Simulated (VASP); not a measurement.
# Be2ZnSe3 (P1) in VASP: single point with PBE

Aim: the single point of Be2ZnSe3 with PBE.

Everything below comes from runs of VASP 6.6.1. Logs are shortened: lines on timing, memory, paths and dates and some standing lists are left out, and cuts for length are marked.

### Step 1. The cell of the first run

The typed cell holds 12 atoms: a = 3.788 Å, b = 7.577 Å, c = 8.513 Å, α = 102.86°, β = 102.86°, γ = 90.00°.

### Step 2. Single point, PBE

The input, INCAR:

```
PREC = Accurate
ENCUT = 520
EDIFF = 1E-6
ISMEAR = 0
SIGMA = 0.1
LREAL = False
LASPH = True
NELM = 80
ALGO = Normal
ISIF = 2
LWAVE = False
LCHARG = False
GGA = PE
NBANDS = 46
```

The input, KPOINTS:

```
Automatic mesh
0
Gamma
  4 2 4
```

The input, POSCAR:

```
Be2ZnSe3
1.0
    3.7884632132     -0.0000538105     -0.0003372901
    0.0001088809     -7.5771191437     -0.0002382779
   -1.8950765648      1.8943962721     -8.0800254947
Be Zn Se
4 2 6
Direct
    0.6719309241      0.8360583444      0.3441283030
    0.6719141231      0.3360712563      0.3441708491
    0.3280317927      0.6638959742      0.6558413203
    0.3280292026      0.1639355963      0.6558344763
   -0.0001491550      0.4999851337      0.0000244712
    0.0002706197      1.0000617485      0.0000073693
    0.0954979168      0.7978447472      0.1912782951
    0.0955360801      0.2978584379      0.1913431622
    0.7501034859      0.6250254823      0.5000079204
    0.7500402748      0.1249943866      0.4999848612
    0.4045773584      0.9521442860      0.8086905028
    0.4042173767      0.4521246068      0.8086884692
```

Potentials or basis: VASP PAW PBE potentials, release 64 (Be, Zn, Se).

On the command line:

```bash
cat potpaw_PBE.64/Be/POTCAR potpaw_PBE.64/Zn/POTCAR potpaw_PBE.64/Se/POTCAR > POTCAR
mpirun -np 1 vasp_std > vasp.out
```

OUTCAR:

```text
PREC = Accurate
   ENCUT = 520
   EDIFF = 1E-6
   ISMEAR = 0
   LREAL = False
   LASPH = True
   NELM = 80
   ISIF = 2
   GGA = PE

 ion  position               nearest neighbor table
   1  0.672  0.836  0.344-   7 2.26   7 2.26  10 2.27   9 2.27
   2  0.672  0.336  0.344-   8 2.26   8 2.26   9 2.27  10 2.27
   3  0.328  0.664  0.656-  12 2.26  11 2.26   9 2.27   9 2.27
   4  0.328  0.164  0.656-  12 2.26  11 2.26  10 2.27  10 2.27
   5  1.000  0.500  0.000-   8 2.44  12 2.44   7 2.44  12 2.45
   6  0.000  0.000  0.000-  11 2.44   8 2.44   7 2.44  11 2.45
   7  0.095  0.798  0.191-   1 2.26   1 2.26   6 2.44   5 2.44
   8  0.096  0.298  0.191-   2 2.26   2 2.26   5 2.44   6 2.44
   9  0.750  0.625  0.500-   3 2.27   3 2.27   2 2.27   1 2.27
  10  0.750  0.125  0.500-   4 2.27   1 2.27   2 2.27   4 2.27
  11  0.405  0.952  0.809-   4 2.26   3 2.26   6 2.44   6 2.45
  12  0.404  0.452  0.809-   3 2.26   4 2.26   5 2.44   5 2.45

  LATTYP: Found a base centered monoclinic cell.
 ALAT       =    19.7572299298
 B/A-ratio  =     0.1917507283
 C/A-ratio  =     0.3835112096
 COS(beta)  =    -0.5752834672

  Lattice vectors:

 A1 = (   1.8949676839,   5.6827228716,   8.0802637726)
 A2 = (  -1.8934955293,   5.6827766821,   8.0806010627)
 A3 = (   0.0001088809,  -7.5771191437,  -0.0002382779)

Analysis of symmetry for initial positions (statically):
=====================================================================
 Subroutine PRICEL returns:
 Original cell was already a primitive cell.

 Routine SETGRP: Setting up the symmetry group for a
 base centered monoclinic supercell.

 Subroutine GETGRP returns: Found  1 space group operations
 (whereof  1 operations were pure point group operations)
 out of a pool of  4 trial point group operations.

The static configuration has the point symmetry C_1 .

Analysis of symmetry for dynamics (positions and initial velocities):
=====================================================================
 Subroutine PRICEL returns:
 Original cell was already a primitive cell.

 Routine SETGRP: Setting up the symmetry group for a
 base centered monoclinic supercell.

 Subroutine GETGRP returns: Found  1 space group operations
 (whereof  1 operations were pure point group operations)
 out of a pool of  4 trial point group operations.

The dynamic configuration has the point symmetry C_1 .

 Subroutine INISYM returns: Found  1 space group operations
[... 122 lines left out ...]
   PSTRESS=    0.0 pullay stress
   NELECT =      68.0000    total number of electrons
   NUPDOWN=      -1.0000    fix difference up-down
   EMIN   =  10.00;   EMAX   =-10.00  energy-range for DOS
   EFERMI =   0.00;   METHOD = LEGACY
   ISMEAR =     0;   SIGMA  =   0.10  broadening in eV -4-tet -1-fermi 0-gaus
   EFERMI_NEDOS =   21; number of points for ismear=-14 and -15
   IALGO  =     38    algorithm
   IMIX   =      4    mixing-type and parameters
     AMIX     =   0.40;   BMIX     =  1.00
     AMIX_MAG =   1.60;   BMIX_MAG =  1.00
  volume/ion in A,a.u.               =      19.33       130.44
  Fermi-wavevector in a.u.,A,eV,Ry     =   1.087545  2.055161 16.092335  1.182753
  Thomas-Fermi vector in A             =   2.223706
   LORBIT       =      0    0 simple, 1 ext, 2 COOP (PROOUT), +10 PAW based schemes
   GGA     = PE    functional components
   LHFCALC =     F    Hartree Fock is set to
   AEXX    =    0.0000 exact exchange contribution
   IVDW    =     0    specifies the selected vdW correction
   LEPSILON=     F    determine dielectric tensor
   LRPA    =     F    only Hartree local field effects (RPA)
 non-spin polarized calculation
 Gauss-broadening in eV      SIGMA  =   0.10
  energy-cutoff  :      520.00
  volume of cell :      231.95
 maximum number of plane-waves:      6272
   NGX = 15   NGY = 29   NGZ = 31

 number of electron      68.0000031 magnetization

 Free energy of the ion-electron system (eV)
  ---------------------------------------------------
  ext. energy  EPLUGINS =         0.00000000
  ---------------------------------------------------
  free energy    TOTEN  =       -47.06123285 eV

  energy without entropy =      -47.06123285  energy(sigma->0) =      -47.06123285

 E-fermi :   3.0865     XC(G=0):  -9.3134

 val. band max:        2.6002055849   @ k =   0.0000   0.0000   0.0000
 cond. band min:       5.2237506465   @ k =   0.0000  -0.0000   0.5000
 fundamental gap:      2.6235450616
 Fermi energy:         3.0865021117

 k-point     1 :       0.0000    0.0000    0.0000
  band No.  band energies     occupation
      1     -10.9631      2.00000
      2     -10.0589      2.00000
      3      -9.9196      2.00000
      4      -9.8838      2.00000
      5      -9.8577      2.00000
      6      -9.7605      2.00000
[... 969 lines left out ...]
     45       8.6572      0.00000
     46       8.6575      0.00000

------------------------ aborting loop because EDIFF is reached ----------------------------------------

  FORCE on cell =-STRESS in cart. coord.  units (eV):
  Direction    XX          YY          ZZ          XY          YZ          ZX
  --------------------------------------------------------------------------------------
  -------------------------------------------------------------------------------------
  Total        0.2873123      0.2846519      0.2914196      0.0010989     -0.0010905      0.0016857
  in kB        1.9845983      1.9662219      2.0129689      0.0075907     -0.0075327      0.0116439
  external PRESSURE =       1.9879297 kB  Pullay stress =       0.0000000 kB

 VOLUME and BASIS-vectors are now :
 -----------------------------------------------------------------------------
  energy-cutoff  :      520.00
  volume of cell :      231.95
      direct lattice vectors                 reciprocal lattice vectors
     3.788463213 -0.000053811 -0.000337290     0.263953763  0.000005740 -0.061905958
     0.000108881 -7.577119144 -0.000238278    -0.000004629 -0.131975307 -0.030941085
    -1.895076565  1.894396272 -8.080025495    -0.000011018  0.000003892 -0.123758489

 POSITION                                       TOTAL-FORCE (eV/Angst)
 -----------------------------------------------------------------------------------
      1.89353     -5.68303     -2.78099         0.000377      0.000515      0.000814
      1.89333     -1.89449     -2.78122         0.001610      0.000309      0.000430
     -0.00006     -3.78801     -5.29948        -0.000144     -0.001946     -0.002075
     -0.00011      0.00023     -5.29931        -0.001027      0.000781     -0.001333
      3.78791     -3.78845     -0.00065         0.000532     -0.001192      0.001414
      0.00101     -0.00045     -0.00006        -0.000848      0.000771      0.000900
     -0.00061     -5.68301     -1.54576         0.001629      0.000563     -0.014986
     -0.00064     -1.89443     -1.54616         0.000806      0.000596     -0.013762
      1.89425     -3.78872     -4.04048        -0.001730      0.000888      0.000782
      1.89400      0.00003     -4.04017        -0.000602     -0.000413     -0.000335
      0.00030     -5.68255     -6.53460        -0.001283     -0.000432      0.014522
     -0.00111     -1.89385     -6.53447         0.000679     -0.000439      0.013628
 -----------------------------------------------------------------------------------
    total drift:                               -0.000012     -0.000003      0.000106

  FREE ENERGIE OF THE ION-ELECTRON SYSTEM (eV)
  ---------------------------------------------------
  free  energy   TOTEN  =       -47.0612328457 eV

  energy  without entropy=      -47.0612328457  energy(sigma->0) =      -47.06123285
```

stdout:

```text
POSCAR found type information on POSCAR BeZnSe
 POSCAR found :  3 types and      12 ions
 scaLAPACK will be used
 LDA part: xc-table for (Slater+PW92), standard interpolation
 POSCAR, INCAR and KPOINTS ok, starting setup
 FFT: planning ... GRIDC
 FFT: planning ... GRID_SOFT
 FFT: planning ... GRID
 WAVECAR not read
 entering main loop
```

It took 2 min on 1 thread of AMD EPYC 9R45 (Zen 5), shared host; peak memory 0.38 GiB.

Results:

```
Free energy            : -47.0612 eV
Pressure               : 0.2 GPa
Largest force          : 0.015 eV/Å
Band gap on the k mesh : 2.62 eV
```

Forces in eV/Å, atoms in the order of the input:
```
Be   0.000  0.001  0.001
Be   0.002  0.000  0.000
Be   0.000 -0.002 -0.002
Be  -0.001  0.001 -0.001
Zn   0.001 -0.001  0.001
Zn  -0.001  0.001  0.001
Se   0.002  0.001 -0.015
Se   0.001  0.001 -0.014
Se  -0.002  0.001  0.001
Se  -0.001  0.000  0.000
Se  -0.001  0.000  0.015
Se   0.001  0.000  0.014
```

Caveat: the k points lie up to 0.43 Å⁻¹ apart.
